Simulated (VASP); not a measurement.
A run of VASP 6.6.1 is set up as follows.

The input INCAR:

```
SYSTEM = TePb
PREC     = Accurate       ! precision mode
ENCUT    = 520            ! plane-wave cutoff, eV
EDIFF    = 1E-6           ! SCF threshold, eV
ISMEAR   = 0              ! smearing method
SIGMA    = 0.02           ! smearing width, eV
LREAL    = .FALSE.        ! projectors in reciprocal space
LASPH    = .TRUE.         ! aspherical terms in the spheres
NELM     = 100            ! most SCF steps
ALGO     = Normal         ! electronic algorithm
ISIF     = 2              ! what is computed and relaxed
LWAVE    = .FALSE.        ! write WAVECAR
LCHARG   = .TRUE.         ! write CHGCAR
GGA      = PE             ! functional
IVDW     = 12             ! dispersion correction
LELF     = .TRUE.         ! ELF
LVHAR    = .TRUE.       
NBANDS   = 17             ! bands
```

Contents of KPOINTS:

```
regular mesh
0
G
  8 8 8
  0 0 0
```

File POSCAR:

```
TePb
1.0
    0.0000000000      3.2355306234      3.2355306234
    3.2355306234      0.0000000000      3.2355306234
    3.2355306234      3.2355306234      0.0000000000
Te Pb
1 1
Direct
    0.5000000000      0.5000000000      0.5000000000
    0.0000000000      0.0000000000      0.0000000000
```

Potentials or basis: VASP PAW PBE potentials, release 64 (Te, Pb_d).

The run is started by

```console
$ cat potpaw_PBE.64/Te/POTCAR potpaw_PBE.64/Pb_d/POTCAR > POTCAR
$ mpirun -np 1 vasp_std > vasp.out
```

**Question.** Estimate the band gap on the k mesh.

**Answer.** 0.74 eV, direct.

**Question.** Estimate the dispersion energy per atom.

**Answer.** -0.401 eV.

Caveat: spin-orbit coupling is left out, which moves the levels of the heavy elements. A k mesh can miss the band edges.
